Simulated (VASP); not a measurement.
# BaF2 (R-3m) in VASP: G0W0 quasiparticle levels with PBE

Aim: the G0W0 quasiparticle levels of BaF2 with PBE.

All numbers are computed with VASP 6.6.1; they aren't measurements. Logs are shortened: lines on timing, memory, paths and dates and some standing lists are left out, and cuts for length are marked.

## (1) The cell of the first run

The structure is trigonal, space group R-3m (No. 166). The conventional cell has a = 4.424 Å, b = 4.424 Å, c = 10.634 Å, α = 90.00°, β = 90.00°, γ = 120.00°. Within 3.5 Å of Ba (site symmetry -3m) lie 8 F at 2.67 to 2.70 Å. F (site symmetry 3m) has 4 Ba at 2.67 to 2.70 Å and 6 F at 3.09 to 3.13 Å within 3.5 Å.

## (2) G0W0 quasiparticle levels, PBE

POSCAR

```
BaF2
1.0
   -0.0389621881      3.0891732214      3.0891732214
    3.0891732214     -0.0389621881      3.0891732214
    3.0891732214      3.0891732214     -0.0389621881
Ba F
1 2
Direct
    0.0000000000      0.0000000000      0.0000000000
    0.2513647583      0.2513647583      0.2513647583
    0.7486352417      0.7486352417      0.7486352417
```

INCAR.step1

```
SYSTEM = BaF2
PREC = Accurate
ENCUT = 500
EDIFF = 1E-8
ISMEAR = 0
SIGMA = 0.01
LREAL = .FALSE.
LASPH = .TRUE.
NELM = 60
ALGO = Normal
LWAVE = .TRUE.
LCHARG = .FALSE.
GGA = PE
```

INCAR.step2

```
SYSTEM = BaF2
PREC = Accurate
ENCUT = 500
EDIFF = 1E-8
ISMEAR = 0
SIGMA = 0.01
LREAL = .FALSE.
LASPH = .TRUE.
NELM = 1
ALGO = Exact
LWAVE = .TRUE.
LCHARG = .FALSE.
GGA = PE
NBANDS = 262
LOPTICS = .TRUE.
ISTART = 1
```

INCAR.step3

```
SYSTEM = BaF2
PREC = Accurate
ENCUT = 500
EDIFF = 1E-8
ISMEAR = 0
SIGMA = 0.01
LREAL = .FALSE.
LASPH = .TRUE.
ALGO = EVGW0
LWAVE = .FALSE.
LCHARG = .FALSE.
GGA = PE
NELMGW = 1
NBANDS = 262
ENCUTGW = 150.0
NOMEGA = 48
PRECFOCK = Fast
ISTART = 1
NBANDSGW = 20
```

KPOINTS

```
regular mesh
0
G
  4 4 4
  0 0 0
```

Potentials or basis: VASP PAW PBE potentials, release 64 (Ba_sv_GW, F_GW).

Command:

```console
$ cat potpaw_PBE.64/Ba_sv_GW/POTCAR potpaw_PBE.64/F_GW/POTCAR > POTCAR
$ cp INCAR.step1 INCAR
$ mpirun -np 1 vasp_std > vasp.out
$ cp INCAR.step2 INCAR
$ mpirun -np 1 vasp_std > vasp.out
$ cp INCAR.step3 INCAR
$ mpirun -np 1 vasp_std > vasp.out
```

OUTCAR:

```text
SYSTEM = BaF2
   PREC = Accurate
   ENCUT = 500
   EDIFF = 1E-8
   ISMEAR = 0
   LREAL = .FALSE.
   LASPH = .TRUE.
   GGA = PE
   NELMGW = 1
   ENCUTGW = 150.0
   PRECFOCK = Fast
   ISTART = 1

 ion  position               nearest neighbor table
   1  0.000  0.000  0.000-
   2  0.251  0.251  0.251-
   3  0.749  0.749  0.749-

  LATTYP: Found a trigonal (rhomboedric) cell.
 ALAT       =     4.3689244026
 COS(alpha) =     0.4873487404

  Lattice vectors:

 A1 = (  -0.0389621881,   3.0891732214,   3.0891732214)
 A2 = (   3.0891732214,  -0.0389621881,   3.0891732214)
 A3 = (   3.0891732214,   3.0891732214,  -0.0389621881)

Analysis of symmetry for initial positions (statically):
=====================================================================
 Subroutine PRICEL returns:
 Original cell was already a primitive cell.

 Routine SETGRP: Setting up the symmetry group for a
 trigonal (rhombohedral) supercell.

 Subroutine GETGRP returns: Found 12 space group operations
 (whereof 12 operations were pure point group operations)
 out of a pool of 12 trial point group operations.

The static configuration has the point symmetry D_3d.

Analysis of symmetry for dynamics (positions and initial velocities):
=====================================================================
 Subroutine PRICEL returns:
 Original cell was already a primitive cell.

 Routine SETGRP: Setting up the symmetry group for a
 trigonal (rhombohedral) supercell.

 Subroutine GETGRP returns: Found 12 space group operations
 (whereof 12 operations were pure point group operations)
 out of a pool of 12 trial point group operations.

The dynamic configuration has the point symmetry D_3d.

 Subroutine INISYM returns: Found 12 space group operations
 (whereof 12 operations are pure point group operations),
 and found     1 'primitive' translations

----------------------------------------------------------------------------------------

                                     Primitive cell

  volume of cell :      60.0753

  direct lattice vectors                    reciprocal lattice vectors
    -0.038962188  3.089173221  3.089173221    -0.158825243  0.160854013  0.160854013
     3.089173221 -0.038962188  3.089173221     0.160854013 -0.158825243  0.160854013
     3.089173221  3.089173221 -0.038962188     0.160854013  0.160854013 -0.158825243

  length of vectors
     4.368924403  4.368924403  4.368924403     0.277440957  0.277440957  0.277440957

  position of ions in fractional coordinates (direct lattice)
     0.000000000  0.000000000  0.000000000
     0.251364758  0.251364758  0.251364758
     0.748635242  0.748635242  0.748635242

  ion indices of the primitive-cell ions
   primitive index   ion index
                 1           1
                 2           2
                 3           3

----------------------------------------------------------------------------------------

 KPOINTS: regular mesh

Automatic generation of k-mesh.
 Grid dimensions read from file:
 generate k-points for:    4    4    4

 Generating k-lattice:

  Cartesian coordinates                     Fractional coordinates (reciprocal lattice)
    -0.039706311  0.040213503  0.040213503     0.250000000  0.000000000  0.000000000
     0.040213503 -0.039706311  0.040213503     0.000000000  0.250000000  0.000000000
     0.040213503  0.040213503 -0.039706311     0.000000000  0.000000000  0.250000000

  Length of vectors
     0.069360239  0.069360239  0.069360239

  Shift w.r.t. Gamma in fractional coordinates (k-lattice)
     0.000000000  0.000000000  0.000000000

 Subroutine IBZKPT returns following result:
 ===========================================

 Found     13 irreducible k-points:

 Following reciprocal coordinates:
            Coordinates               Weight
  0.000000  0.000000  0.000000      1.000000
  0.250000  0.000000  0.000000      6.000000
  0.500000  0.000000  0.000000      3.000000
  0.250000  0.250000 -0.000000      6.000000
  0.500000  0.250000 -0.000000     12.000000
 -0.250000  0.250000  0.000000      6.000000
  0.500000  0.500000 -0.000000      3.000000
  0.250000  0.250000  0.250000      2.000000
  0.500000  0.250000  0.250000      6.000000
 -0.250000  0.250000  0.250000      6.000000
  0.500000  0.500000  0.250000      6.000000
 -0.250000  0.500000  0.250000      6.000000
  0.500000  0.500000  0.500000      1.000000
   k-points           NKPTS =     13   k-points in BZ     NKDIM =     64   number of bands    NBANDS=    262
   number of dos      NEDOS =    301   number of ions     NIONS =      3
   total plane-waves  NPLWV =  32768
   dimension x,y,z NGX =    32 NGY =   32 NGZ =   32
   dimension x,y,z NGXF=    64 NGYF=   64 NGZF=   64
   ions per type =               1   2
   NGX,Y,Z   is equivalent  to a cutoff of  12.18, 12.18, 12.18 a.u.
   NGXF,Y,Z  is equivalent  to a cutoff of  24.35, 24.35, 24.35 a.u.
 SYSTEM =  BaF2
   PREC   = accura    normal or accurate (medium, high low for compatibility)
   ISTART =      1    job   : 0-new  1-cont  2-samecut
   ICHARG =      0    charge: 1-file 2-atom 10-const
   ISPIN  =      1    spin polarized calculation?
   LNONCOLLINEAR =      F non collinear calculations
   LSORBIT =      F    spin-orbit coupling
   LASPH  =      T    aspherical Exc in radial PAW
   ENCUT  =  500.0 eV  36.75 Ry    6.06 a.u.   7.97  7.97  7.97*2*pi/ulx,y,z
   NELM   =     60;   NELMIN=  2; NELMDL=  0     # of ELM steps
   EDIFF  = 0.1E-07   stopping-criterion for ELM
   LREAL  =      F    real-space projection
   EDIFFG = 0.1E-06   stopping-criterion for IOM
   NSW    =      0    number of steps for IOM
   IBRION =     -1    ionic relax: 0-MD 1-quasi-New 2-CG
   NFREE  =      0    steps in history (QN), initial steepest desc. (CG)
   ISIF   =      0    stress and relaxation
   ISYM   =      3    0-nonsym 1-usesym 2-fastsym
   POTIM  = 0.5000    time-step for ionic-motion
   TEBEG  =    0.0;   TEEND  =   0.0 temperature during run
   PSTRESS=    0.0 pullay stress
   NELECT =      24.0000    total number of electrons
   NUPDOWN=      -1.0000    fix difference up-down
   EMIN   =  10.00;   EMAX   =-10.00  energy-range for DOS
   EFERMI =   0.00;   METHOD = LEGACY
   ISMEAR =     0;   SIGMA  =   0.01  broadening in eV -4-tet -1-fermi 0-gaus
   EFERMI_NEDOS =   21; number of points for ismear=-14 and -15
   IALGO  =     38    algorithm
   IMIX   =      4    mixing-type and parameters
     AMIX     =   0.40;   BMIX     =  1.00
     AMIX_MAG =   1.60;   BMIX_MAG =  1.00
  volume/ion in A,a.u.               =      20.03       135.14
  Fermi-wavevector in a.u.,A,eV,Ry     =   1.205720  2.278481 19.779629  1.453762
  Thomas-Fermi vector in A             =   2.341409
   LORBIT       =      0    0 simple, 1 ext, 2 COOP (PROOUT), +10 PAW based schemes
   GGA     = PE    functional components
   LHFCALC =     T    Hartree Fock is set to
   PRECFOCK=fast      Normal, Fast or Accurate (Low or Medium for compatibility)
   ENCUT4O =  -1.0   cutoff for four orbital integrals eV
   NKREDX  =     1    reduce k-point grid by
   NKREDY  =     1    reduce k-point grid by
   NKREDZ  =     1    reduce k-point grid by
   AEXX    =    1.0000 exact exchange contribution
   HFSCREEN=    0.0000 screening length (either q_TF or 0.3 A-1)
   HFSCREENC=   0.0000 screening length for correlation (either q_TF or 0.3 A-1)
   ENCUTFOCK=  -1.0 apply spherical cutoff to Coloumb kernel
   IVDW    =     0    specifies the selected vdW correction
   LEPSILON=     F    determine dielectric tensor
   LRPA    =     F    only Hartree local field effects (RPA)
   LRPAFORCE           =     F    calculate RPA forces
   ENCUTGW             = 150.0    cutoff for response function in eV
   ENCUTGWSOFT         = 120.0    soft cutoff for Coulomb kernel in GW response function in eV
   ENCUTLF             =  -1.0    cutoff for local field effects
   NELMGW              =     1    number of iterations in solving QP/BSE equation
   NELMHF              =     1    number of iterations in the inner HF iteration
   NKREDLFX            =     1    NKREDLFY  =   1   NKREDLFZ  =   1
 non-spin polarized calculation
 Gauss-broadening in eV      SIGMA  =   0.01
  energy-cutoff  :      500.00
  volume of cell :       60.08
 maximum number of plane-waves:      1546
  NGX = 18; NGY = 18; NGZ = 18
   NGX = 15   NGY = 15   NGZ = 15
 maximum number of plane-waves:       266
 NGX is ok and might be reduce to    18

 QP shifts <psi_nk| G(iteration)W_0 |psi_nk>: iteration 1
 for sc-GW calculations column KS-energies equals QP-energies in previous step
 and V_xc(KS)=  KS-energies - (<T + V_ion + V_H > + <T+V_H+V_ion>^1  + <V_x>^1)

 k-point   1 :       0.0000    0.0000    0.0000
  band No.  KS-energies  QP-energies   sigma(KS)   V_xc(KS)     V^pw_x(r,r')   Z            occupation Imag(sigma)

      1     -23.1103     -24.8063     -17.9485     -15.4428     -25.1878       0.6768       2.0000       1.0847
      2     -19.0169     -22.3062     -27.9790     -23.2234     -37.2747       0.6917       2.0000       0.6686
      3     -18.9659     -22.1444     -27.1861     -22.6381     -36.1884       0.6989       2.0000       0.6952
      4      -7.9589     -10.4913     -17.1160     -14.0584     -19.2744       0.8282       2.0000       0.1112
      5      -7.9589     -10.4913     -17.1160     -14.0584     -19.2744       0.8282       2.0000       0.1112
      6      -7.9534     -10.4802     -17.1400     -14.0869     -19.3107       0.8276       2.0000       0.1132
[... 12 lines left out ...]
     19      12.4013      16.7978      -7.7334     -13.0267      -2.7343       0.8306       0.0000      -0.1074
     20      12.4013      16.7978      -7.7334     -13.0267      -2.7343       0.8306       0.0000      -0.1074

 k-point   2 :       0.2500    0.0000    0.0000
  band No.  KS-energies  QP-energies   sigma(KS)   V_xc(KS)     V^pw_x(r,r')   Z            occupation Imag(sigma)

      1     -23.0119     -24.6810     -17.8304     -15.3754     -24.9590       0.6799       2.0000       1.0724
      2     -19.1125     -22.3457     -27.4983     -22.8274     -36.6995       0.6922       2.0000       0.6893
      3     -19.0475     -22.2977     -27.6350     -22.9521     -36.8344       0.6941       2.0000       0.6837
      4      -8.0434     -10.5807     -17.1620     -14.0861     -19.4160       0.8249       2.0000       0.1218
      5      -8.0342     -10.5664     -17.1242     -14.0531     -19.3580       0.8245       2.0000       0.1229
      6      -8.0342     -10.5664     -17.1242     -14.0531     -19.3580       0.8245       2.0000       0.1229
[... 12 lines left out ...]
     19      11.9492      15.4560      -7.3276     -11.4836      -2.6879       0.8438       0.0000      -0.1001
     20      12.7304      17.8291      -7.7319     -13.8935      -2.3739       0.8275       0.0000      -0.1120

 k-point   3 :       0.5000    0.0000    0.0000
  band No.  KS-energies  QP-energies   sigma(KS)   V_xc(KS)     V^pw_x(r,r')   Z            occupation Imag(sigma)

      1     -22.9059     -24.5351     -17.6791     -15.2872     -24.6778       0.6812       2.0000       1.0579
      2     -19.2547     -22.4745     -27.5085     -22.7867     -36.8141       0.6819       2.0000       0.6953
      3     -19.0850     -22.3391     -27.6226     -22.9283     -36.8390       0.6932       2.0000       0.6875
      4      -8.1130     -10.6507     -17.1786     -14.0899     -19.4977       0.8216       2.0000       0.1310
      5      -8.1107     -10.6437     -17.1665     -14.0813     -19.4818       0.8210       2.0000       0.1333
      6      -8.1052     -10.6399     -17.1104     -14.0239     -19.3996       0.8212       2.0000       0.1326
[... 12 lines left out ...]
     19      12.4714      17.4016      -7.9566     -13.9171      -2.6938       0.8271       0.0000      -0.1089
     20      12.4836      17.4147      -7.9792     -13.9422      -2.7204       0.8270       0.0000      -0.1092
[... 193 lines left out ...]
 k-point  12 :      -0.2500    0.5000    0.2500
  band No.  KS-energies  QP-energies   sigma(KS)   V_xc(KS)     V^pw_x(r,r')   Z            occupation Imag(sigma)

      1     -22.8289     -24.4432     -17.5595     -15.2155     -24.4601       0.6887       2.0000       1.0492
      2     -19.2333     -22.4777     -27.5788     -22.8468     -36.8861       0.6856       2.0000       0.6940
      3     -19.2333     -22.4777     -27.5788     -22.8468     -36.8861       0.6856       2.0000       0.6940
      4      -8.3562     -10.9241     -17.0298     -13.8945     -19.5127       0.8190       2.0000       0.1700
      5      -8.0830     -10.6157     -17.2289     -14.1481     -19.5386       0.8221       2.0000       0.1297
      6      -8.0628     -10.5977     -17.2198     -14.1406     -19.5104       0.8232       2.0000       0.1268
[... 12 lines left out ...]
     19      12.3598      16.9828      -7.8359     -13.4064      -2.7210       0.8299       0.0000      -0.1069
     20      12.7988      17.7763      -7.8717     -13.8849      -2.5461       0.8278       0.0000      -0.1132

 k-point  13 :       0.5000    0.5000    0.5000
  band No.  KS-energies  QP-energies   sigma(KS)   V_xc(KS)     V^pw_x(r,r')   Z            occupation Imag(sigma)

      1     -22.8917     -24.5235     -17.6644     -15.2782     -24.6481       0.6838       2.0000       1.0567
      2     -19.2471     -22.4739     -27.5184     -22.7983     -36.8233       0.6836       2.0000       0.6944
      3     -19.1095     -22.3671     -27.6258     -22.9246     -36.8561       0.6929       2.0000       0.6886
      4      -8.1502     -10.6892     -17.2283     -14.1349     -19.5941       0.8208       2.0000       0.1355
      5      -8.1257     -10.6592     -17.1035     -14.0139     -19.4028       0.8200       2.0000       0.1344
      6      -8.1257     -10.6592     -17.1035     -14.0139     -19.4028       0.8200       2.0000       0.1344
[... 12 lines left out ...]
     19      12.4288      17.3077      -7.9740     -13.8707      -2.7377       0.8274       0.0000      -0.1082
     20      12.4288      17.3077      -7.9740     -13.8707      -2.7377       0.8274       0.0000      -0.1082
```

Wall time 19 min (1 thread of Intel Xeon Platinum 8259CL at 2.50GHz (Skylake/Cascade Lake), shared host); peak memory 0.95 GiB.

What came out:

```yaml
Band_gap_on_the_k_mesh_mean-field_level: 6.79 eV, indirect (least direct gap 6.88 eV)
Quasiparticle_gap: 9.47 eV
Least_direct_quasiparticle_gap: 9.59 eV
```

Caveat: the k points lie up to 0.44 Å⁻¹ apart; bands, screening cutoff and mesh are small and nothing is extrapolated, so the quasiparticle values aren't converged; spin-orbit coupling is left out, which moves the levels of the heavy elements.
